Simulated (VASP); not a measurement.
# W (P4/nmm) in VASP: a series of runs

W is run at these levels: PBEsol; tasks: single point.

Everything below comes from runs of VASP 6.6.1. Logs are shortened: lines on timing, memory, paths and dates and some standing lists are left out, and cuts for length are marked.

**1. The cell of the first run**

Symmetry: P4/nmm, No. 129, tetragonal system. Conventional cell: a = 2.871 Å, b = 2.871 Å, c = 4.060 Å, α = 90.00°, β = 90.00°, γ = 90.00°. W (site symmetry 4mm) has 12 W at 2.80 to 2.94 Å within 3.7 Å.

**2. Single point, PBEsol (mode 6 (197.5 1/cm) frozen in, largest displacement +0.050 Å)**

INCAR reads:

```
SYSTEM = W
  PREC = Accurate
  ENCUT = 520
  EDIFF = 1E-7
  ISMEAR = 0
  SIGMA = 0.15
  LREAL = .FALSE.
  LASPH = .TRUE.
  NELM = 80
  ALGO = Fast
  ISIF = 2
  LWAVE = .FALSE.
  LCHARG = .TRUE.
  GGA = PS
  LELF = .TRUE.
  LVHAR = .TRUE.
  NBANDS = 21
```

KPOINTS reads:

```
regular mesh
0
G
  16 16 12
  0 0 0
```

POSCAR reads:

```
W
1.0
    0.0000000000     -2.0300000000     -2.0300000000
    0.0000000000      2.0300000000     -2.0300000000
    4.0600000000      0.0000000000      0.0000000000
W
2
Direct
    0.5000000000      0.5000000000      0.5123152709
    0.0000000000      0.0000000000     -0.0123152709
```

Potentials or basis: VASP PAW PBE potentials, release 64 (W_sv).

Launch:

```sh
cat potpaw_PBE.64/W_sv/POTCAR > POTCAR
mpirun -np 1 vasp_std > vasp.out
```

OUTCAR:

```text
SYSTEM = W
   PREC = Accurate
   ENCUT = 520
   EDIFF = 1E-7
   ISMEAR = 0
   LREAL = .FALSE.
   LASPH = .TRUE.
   NELM = 80
   ISIF = 2
   GGA = PS

 ion  position               nearest neighbor table
   1  0.500  0.500  0.512-   2 2.80   2 2.80   2 2.80   2 2.80   2 2.94   2 2.94   2 2.94   2 2.94

   2  0.000  0.000  0.988-   1 2.80   1 2.80   1 2.80   1 2.80   1 2.94   1 2.94   1 2.94   1 2.94

  LATTYP: Found a simple tetragonal cell.
 ALAT       =     2.8708535316
 C/A-ratio  =     1.4142135624

  Lattice vectors:

 A1 = (   0.0000000000,  -2.0300000000,  -2.0300000000)
 A2 = (   0.0000000000,   2.0300000000,  -2.0300000000)
 A3 = (   4.0600000000,   0.0000000000,   0.0000000000)

Analysis of symmetry for initial positions (statically):
=====================================================================
 Subroutine PRICEL returns:
 Original cell was already a primitive cell.

 Routine SETGRP: Setting up the symmetry group for a
 simple tetragonal supercell.

 Subroutine GETGRP returns: Found 16 space group operations
 (whereof  8 operations were pure point group operations)
 out of a pool of 16 trial point group operations.

The static configuration has the point symmetry C_4v.
 The point group associated with its full space group is D_4h.

Analysis of symmetry for dynamics (positions and initial velocities):
=====================================================================
 Subroutine PRICEL returns:
 Original cell was already a primitive cell.

 Routine SETGRP: Setting up the symmetry group for a
 simple tetragonal supercell.

 Subroutine GETGRP returns: Found 16 space group operations
 (whereof  8 operations were pure point group operations)
 out of a pool of 16 trial point group operations.

The dynamic configuration has the point symmetry C_4v.
 The point group associated with its full space group is D_4h.

 Subroutine INISYM returns: Found 16 space group operations
 (whereof  8 operations are pure point group operations),
 and found     1 'primitive' translations

----------------------------------------------------------------------------------------

                                     Primitive cell

  volume of cell :      33.4617

  direct lattice vectors                    reciprocal lattice vectors
     0.000000000 -2.030000000 -2.030000000     0.000000000 -0.246305419 -0.246305419
     0.000000000  2.030000000 -2.030000000     0.000000000  0.246305419 -0.246305419
     4.060000000  0.000000000  0.000000000     0.246305419  0.000000000  0.000000000

  length of vectors
     2.870853532  2.870853532  4.060000000     0.348328464  0.348328464  0.246305419

  position of ions in fractional coordinates (direct lattice)
     0.500000000  0.500000000  0.512315271
     0.000000000  0.000000000  0.987684729

  ion indices of the primitive-cell ions
   primitive index   ion index
                 1           1
                 2           2

----------------------------------------------------------------------------------------

 KPOINTS: regular mesh

Automatic generation of k-mesh.
 Grid dimensions read from file:
 generate k-points for:   16   16   12

 Generating k-lattice:

  Cartesian coordinates                     Fractional coordinates (reciprocal lattice)
     0.000000000 -0.015394089 -0.015394089     0.062500000  0.000000000  0.000000000
     0.000000000  0.015394089 -0.015394089     0.000000000  0.062500000  0.000000000
     0.020525452  0.000000000  0.000000000     0.000000000  0.000000000  0.083333333

  Length of vectors
     0.021770529  0.021770529  0.020525452

  Shift w.r.t. Gamma in fractional coordinates (k-lattice)
     0.000000000  0.000000000  0.000000000

 Subroutine IBZKPT returns following result:
 ===========================================

 Found    315 irreducible k-points:

 Following reciprocal coordinates:
            Coordinates               Weight
  0.000000  0.000000  0.000000      1.000000
  0.062500  0.000000  0.000000      4.000000
  0.125000  0.000000  0.000000      4.000000
  0.187500  0.000000  0.000000      4.000000
  0.250000  0.000000  0.000000      4.000000
  0.312500  0.000000  0.000000      4.000000
[... 16 lines left out ...]
  0.437500  0.125000  0.000000      8.000000
  0.500000  0.125000  0.000000      4.000000
 [... further k-points ...]
   k-points           NKPTS =    315   k-points in BZ     NKDIM =    315   number of bands    NBANDS=     21
   number of dos      NEDOS =    301   number of ions     NIONS =      2
   total plane-waves  NPLWV =  17280
   dimension x,y,z NGX =    24 NGY =   24 NGZ =   30
   dimension x,y,z NGXF=    48 NGYF=   48 NGZF=   60
   ions per type =               2
   NGX,Y,Z   is equivalent  to a cutoff of  13.90, 13.90, 12.28 a.u.
   NGXF,Y,Z  is equivalent  to a cutoff of  27.80, 27.80, 24.57 a.u.
 SYSTEM =  W
   PREC   = accura    normal or accurate (medium, high low for compatibility)
   ISTART =      0    job   : 0-new  1-cont  2-samecut
   ICHARG =      2    charge: 1-file 2-atom 10-const
   ISPIN  =      1    spin polarized calculation?
   LNONCOLLINEAR =      F non collinear calculations
   LSORBIT =      F    spin-orbit coupling
   LASPH  =      T    aspherical Exc in radial PAW
   ENCUT  =  520.0 eV  38.22 Ry    6.18 a.u.   5.34  5.34  7.55*2*pi/ulx,y,z
   NELM   =     80;   NELMIN=  2; NELMDL= -5     # of ELM steps
   EDIFF  = 0.1E-06   stopping-criterion for ELM
   LREAL  =      F    real-space projection
   EDIFFG = 0.1E-05   stopping-criterion for IOM
   NSW    =      0    number of steps for IOM
   IBRION =     -1    ionic relax: 0-MD 1-quasi-New 2-CG
   NFREE  =      0    steps in history (QN), initial steepest desc. (CG)
   ISIF   =      2    stress and relaxation
   ISYM   =      2    0-nonsym 1-usesym 2-fastsym
   POTIM  = 0.5000    time-step for ionic-motion
   TEBEG  =    0.0;   TEEND  =   0.0 temperature during run
   PSTRESS=    0.0 pullay stress
   NELECT =      28.0000    total number of electrons
   NUPDOWN=      -1.0000    fix difference up-down
   EMIN   =  10.00;   EMAX   =-10.00  energy-range for DOS
   EFERMI =   0.00;   METHOD = LEGACY
   ISMEAR =     0;   SIGMA  =   0.15  broadening in eV -4-tet -1-fermi 0-gaus
   EFERMI_NEDOS =   21; number of points for ismear=-14 and -15
   IALGO  =     68    algorithm
   IMIX   =      4    mixing-type and parameters
     AMIX     =   0.40;   BMIX     =  1.00
     AMIX_MAG =   1.60;   BMIX_MAG =  1.00
  volume/ion in A,a.u.               =      16.73       112.91
  Fermi-wavevector in a.u.,A,eV,Ry     =   1.542688  2.915258 32.380324  2.379887
  Thomas-Fermi vector in A             =   2.648457
   LORBIT       =      0    0 simple, 1 ext, 2 COOP (PROOUT), +10 PAW based schemes
   GGA     = PS    functional components
   LHFCALC =     F    Hartree Fock is set to
   AEXX    =    0.0000 exact exchange contribution
   IVDW    =     0    specifies the selected vdW correction
   LEPSILON=     F    determine dielectric tensor
   LRPA    =     F    only Hartree local field effects (RPA)
 non-spin polarized calculation
 RMM-DIIS sequential band-by-band and
 Gauss-broadening in eV      SIGMA  =   0.15
  energy-cutoff  :      520.00
  volume of cell :       33.46
 maximum number of plane-waves:       928
 NGX is ok and might be reduce to    24
   NGX = 11   NGY = 11   NGZ = 15

 number of electron      27.9999996 magnetization

 Free energy of the ion-electron system (eV)
  ---------------------------------------------------
  ext. energy  EPLUGINS =         0.00000000
  ---------------------------------------------------
  free energy    TOTEN  =       -26.51123671 eV

  energy without entropy =      -26.48203435  energy(sigma->0) =      -26.49663553

 E-fermi :  10.0792     XC(G=0): -13.4434

 val. band max:       10.0788675000   @ k =   0.5000   0.0000   0.3333
 cond. band min:      10.0835937134   @ k =   0.3750   0.0625   0.3333
 fundamental gap:      0.0047262134
 Fermi energy:        10.0792186091

 k-point     1 :       0.0000    0.0000    0.0000
  band No.  band energies     occupation
      1     -63.6100      2.00000
      2     -63.4737      2.00000
      3     -28.2765      2.00000
      4     -27.6600      2.00000
      5     -27.6600      2.00000
      6     -27.2567      2.00000
[... 13 lines left out ...]
     20      15.6686      0.00000
     21      21.6440      0.00000

 k-point     2 :       0.0625    0.0000    0.0000
  band No.  band energies     occupation
      1     -63.6075      2.00000
      2     -63.4738      2.00000
      3     -28.2655      2.00000
      4     -27.6799      2.00000
      5     -27.6543      2.00000
      6     -27.2784      2.00000
[... 13 lines left out ...]
     20      16.2440      0.00000
     21      20.8176      0.00000

 k-point     3 :       0.1250    0.0000    0.0000
  band No.  band energies     occupation
      1     -63.6001      2.00000
      2     -63.4741      2.00000
      3     -28.2332      2.00000
      4     -27.7356      2.00000
      5     -27.6375      2.00000
      6     -27.3552      2.00000
[... 13 lines left out ...]
     20      17.4046      0.00000
     21      19.6029      0.00000

 k-point     4 :       0.1875    0.0000    0.0000
  band No.  band energies     occupation
      1     -63.5886      2.00000
      2     -63.4751      2.00000
      3     -28.1820      2.00000
      4     -27.8160      2.00000
      5     -27.6109      2.00000
      6     -27.4692      2.00000
[... 13 lines left out ...]
     20      18.4423      0.00000
     21      18.7463      0.00000

 k-point     5 :       0.2500    0.0000    0.0000
  band No.  band energies     occupation
      1     -63.5739      2.00000
      2     -63.4773      2.00000
      3     -28.1164      2.00000
      4     -27.9060      2.00000
      5     -27.6018      2.00000
      6     -27.5763      2.00000
[... 13 lines left out ...]
     20      17.5056      0.00000
     21      20.1574      0.00000
[... 382 lines left out ...]
     20      17.7561      0.00000
     21      21.4365      0.00000

 k-point    22 :       0.3750    0.1250    0.0000
  band No.  band energies     occupation
      1     -63.5335      2.00000
      2     -63.4851      2.00000
      3     -28.0573      2.00000
      4     -27.9967      2.00000
      5     -27.8097      2.00000
      6     -27.5699      2.00000
[... 13 lines left out ...]
     20      17.3104      0.00000
     21      22.0625      0.00000

 k-point    23 :       0.4375    0.1250    0.0000
  band No.  band energies     occupation
      1     -63.5181      2.00000
      2     -63.4934      2.00000
      3     -28.0888      2.00000
      4     -28.0413      2.00000
      5     -27.7646      2.00000
      6     -27.6072      2.00000
[... 13 lines left out ...]
     20      17.0266      0.00000
     21      21.8175      0.00000

 k-point    24 :       0.5000    0.1250    0.0000
  band No.  band energies     occupation
      1     -63.5045      2.00000
      2     -63.5045      2.00000
      3     -28.0823      2.00000
      4     -28.0823      2.00000
      5     -27.6856      2.00000
      6     -27.6856      2.00000
[... 13 lines left out ...]
     20      16.4883      0.00000
     21      22.2495      0.00000

 [... further k-points ...]
[... 5 lines left out ...]
  --------------------------------------------------------------------------------------
  -------------------------------------------------------------------------------------
  Total       -2.9123369     -1.9846691     -1.9846691      0.0000000      0.0000000     -0.0000000
  in kB     -139.4453670    -95.0277821    -95.0277821      0.0000000      0.0000000     -0.0000000
  external PRESSURE =    -109.8336437 kB  Pullay stress =       0.0000000 kB

 VOLUME and BASIS-vectors are now :
 -----------------------------------------------------------------------------
  energy-cutoff  :      520.00
  volume of cell :       33.46
      direct lattice vectors                 reciprocal lattice vectors
     0.000000000 -2.030000000 -2.030000000     0.000000000 -0.246305419 -0.246305419
     0.000000000  2.030000000 -2.030000000     0.000000000  0.246305419 -0.246305419
     4.060000000  0.000000000  0.000000000     0.246305419  0.000000000  0.000000000

 POSITION                                       TOTAL-FORCE (eV/Angst)
 -----------------------------------------------------------------------------------
      2.08000      0.00000     -2.03000        -1.265389     -0.000000     -0.000000
      4.01000      0.00000      0.00000         1.265389      0.000000      0.000000
 -----------------------------------------------------------------------------------
    total drift:                                0.000000      0.000000     -0.000000

  FREE ENERGIE OF THE ION-ELECTRON SYSTEM (eV)
  ---------------------------------------------------
  free  energy   TOTEN  =       -26.5112367107 eV

  energy  without entropy=      -26.4820343533  energy(sigma->0) =      -26.49663553
```

Wall time 5.3 min (1 thread of Intel Xeon Platinum 8375C at 2.90GHz (Ice Lake), shared host); peak memory 0.28 GiB.

Results:

| Property | Result |
| --- | --- |
| Free energy | -26.5112 eV |
| Pressure | -11.0 GPa |
| Largest force | 1.265 eV/Å |
| Band gap on the k mesh | zero (band 14 reaches 13.03 eV, above the bottom of band 15 at 9.63 eV) |

Forces on the atoms (eV/Å):
```
W   -1.265  0.000  0.000
W    1.265  0.000  0.000
```

Stress tensor (GPa, compression positive):
```
-13.94   0.00   0.00
  0.00  -9.50   0.00
  0.00   0.00  -9.50
```

Caveat: the cell differs from its parent crystal (mode 6 (197.5 1/cm) frozen in, largest displacement +0.050 Å); the PAW data sets were made with another functional, which shifts forces and pressure a little; spin-orbit coupling is left out, which moves the levels of the heavy elements.

**3. Single point, PBEsol (mode 6 (197.5 1/cm) frozen in, largest displacement +0.025 Å)**

INCAR reads:

```
  ALGO = Fast
  EDIFF = 1E-6
  ENCUT = 520
  GGA = PS
  ISIF = 2
  ISMEAR = 0
  LASPH = True
  LCHARG = False
  LREAL = False
  LWAVE = False
  NBANDS = 21
  NELM = 100
  PREC = Accurate
  SIGMA = 0.15
```

KPOINTS reads:

```
k-points
0
Gamma
  16 16 12
```

POSCAR reads:

```
W
1.0
    0.0000000000     -2.0300000000     -2.0300000000
    0.0000000000      2.0300000000     -2.0300000000
    4.0600000000      0.0000000000      0.0000000000
W
2
Direct
    0.5000000000      0.5000000000      0.5061576355
    0.0000000000      0.0000000000     -0.0061576355
```

Potentials or basis: VASP PAW PBE potentials, release 64 (W_sv).

Launch:

```sh
cat potpaw_PBE.64/W_sv/POTCAR > POTCAR
mpirun -np 1 vasp_std > vasp.out
```

OUTCAR:

```text
EDIFF = 1E-6
   ENCUT = 520
   GGA = PS
   ISIF = 2
   ISMEAR = 0
   LASPH = True
   LREAL = False
   NELM = 100
   PREC = Accurate

 ion  position               nearest neighbor table
   1  0.500  0.500  0.506-   2 2.84   2 2.84   2 2.84   2 2.84   2 2.91   2 2.91   2 2.91   2 2.91

   2  0.000  0.000  0.994-   1 2.84   1 2.84   1 2.84   1 2.84   1 2.91   1 2.91   1 2.91   1 2.91

  LATTYP: Found a simple tetragonal cell.
 ALAT       =     2.8708535316
 C/A-ratio  =     1.4142135624

  Lattice vectors:

[... 193 lines left out ...]
      3     -28.2746      2.00000
      4     -27.6563      2.00000
      5     -27.6563      2.00000
      6     -27.2614      2.00000
[... 565 lines left out ...]
     20      16.4922      0.00000
     21      22.3680      0.00000

 [... further k-points ...]
[... 5 lines left out ...]
  --------------------------------------------------------------------------------------
  -------------------------------------------------------------------------------------
  Total       -2.6205842     -2.4025765     -2.4025765      0.0000000      0.0000000      0.0000000
  in kB     -125.4759813   -115.0375728   -115.0375728      0.0000000      0.0000000      0.0000000
  external PRESSURE =    -118.5170423 kB  Pullay stress =       0.0000000 kB

 VOLUME and BASIS-vectors are now :
 -----------------------------------------------------------------------------
  energy-cutoff  :      520.00
  volume of cell :       33.46
      direct lattice vectors                 reciprocal lattice vectors
     0.000000000 -2.030000000 -2.030000000     0.000000000 -0.246305419 -0.246305419
     0.000000000  2.030000000 -2.030000000     0.000000000  0.246305419 -0.246305419
     4.060000000  0.000000000  0.000000000     0.246305419  0.000000000  0.000000000

 POSITION                                       TOTAL-FORCE (eV/Angst)
 -----------------------------------------------------------------------------------
      2.05500      0.00000     -2.03000        -0.655417     -0.000000     -0.000000
      4.03500      0.00000      0.00000         0.655417      0.000000      0.000000
 -----------------------------------------------------------------------------------
    total drift:                               -0.000000     -0.000000      0.000000

  FREE ENERGIE OF THE ION-ELECTRON SYSTEM (eV)
  ---------------------------------------------------
  free  energy   TOTEN  =       -26.5594634427 eV

  energy  without entropy=      -26.5290239097  energy(sigma->0) =      -26.54424368
```

OSZICAR:

```text
N       E                     dE             d eps       ncg     rms          rms(c)
DAV:   1     0.268207313098E+03    0.26821E+03   -0.15719E+04 13302   0.154E+03
DAV:   2    -0.189683358668E+02   -0.28718E+03   -0.27982E+03 14309   0.455E+02
DAV:   3    -0.278928868188E+02   -0.89246E+01   -0.87121E+01 15426   0.783E+01
DAV:   4    -0.279878891518E+02   -0.95002E-01   -0.94737E-01 14223   0.842E+00
DAV:   5    -0.279888279942E+02   -0.93884E-03   -0.93883E-03 15236   0.890E-01    0.269E+01
RMM:   6    -0.268370161478E+02    0.11518E+01   -0.13730E+00 13698   0.886E+00    0.106E+01
RMM:   7    -0.265657815445E+02    0.27123E+00   -0.97230E-01 14472   0.701E+00    0.107E+00
RMM:   8    -0.265595254558E+02    0.62561E-02   -0.40744E-02 16276   0.156E+00    0.383E-01
RMM:   9    -0.265593588927E+02    0.16656E-03   -0.85742E-03 16026   0.727E-01    0.445E-02
RMM:  10    -0.265594474005E+02   -0.88508E-04   -0.10015E-03 17571   0.292E-01    0.148E-02
RMM:  11    -0.265594611035E+02   -0.13703E-04   -0.22363E-04 16990   0.136E-01    0.121E-02
RMM:  12    -0.265594620877E+02   -0.98420E-06   -0.40340E-05 16151   0.608E-02    0.227E-03
RMM:  13    -0.265594632700E+02   -0.11823E-05   -0.12813E-05 13747   0.329E-02    0.247E-03
RMM:  14    -0.265594634427E+02   -0.17271E-06   -0.18019E-06 10597   0.128E-02
   1 F= -.26559463E+02 E0= -.26544244E+02  d E =-.304395E-01
```

Run time: 4.1 min. Hardware: 1 thread of Intel Xeon Platinum 8375C at 2.90GHz (Ice Lake), shared host; peak memory 0.28 GiB.

Results:

| Item | Value |
| --- | --- |
| Free energy | -26.5595 eV |
| Pressure | -11.9 GPa |
| Largest force | 0.655 eV/Å |
| Band gap on the k mesh | zero (band 14 reaches 13.02 eV, above the bottom of band 15 at 9.67 eV) |

Forces in eV/Å, atoms in the order of the input:
```
W   -0.655  0.000  0.000
W    0.655  0.000  0.000
```

Stress tensor (GPa, compression positive):
```
-12.55   0.00   0.00
  0.00 -11.50   0.00
  0.00   0.00 -11.50
```

Levels at points of the mesh, in eV from the Fermi level:
```tsv
k point	band 10	band 11	band 12	band 13	band 14	band 15	band 16	band 17	band 18	band 19
(0.00, 0.00, 0.00)	-5.38	-4.42	-0.55	-0.55	-0.54	2.37	2.47	3.09	4.87	5.62
(0.50, 0.00, 0.00)	-4.03	-2.12	-2.12	-1.72	-1.72	0.80	0.80	2.25	2.25	6.42
(0.50, 0.50, 0.00)	-5.37	-4.40	-4.40	2.95	2.95	4.86	4.86	5.60	5.60	5.62
(0.00, 0.00, 0.50)	-5.94	-3.02	-2.65	-0.43	0.19	1.39	1.39	1.69	1.69	3.40
(0.50, 0.00, 0.50)	-5.51	-0.78	-0.78	-0.76	-0.76	0.59	0.59	4.90	4.90	4.91
(0.50, 0.50, 0.50)	-3.66	-2.10	-2.10	-1.85	-1.85	1.24	1.24	5.63	5.63	9.89
```

Caveat: the cell differs from its parent crystal (mode 6 (197.5 1/cm) frozen in, largest displacement +0.025 Å); the PAW data sets were made with another functional, which shifts forces and pressure a little; spin-orbit coupling is left out, which moves the levels of the heavy elements.
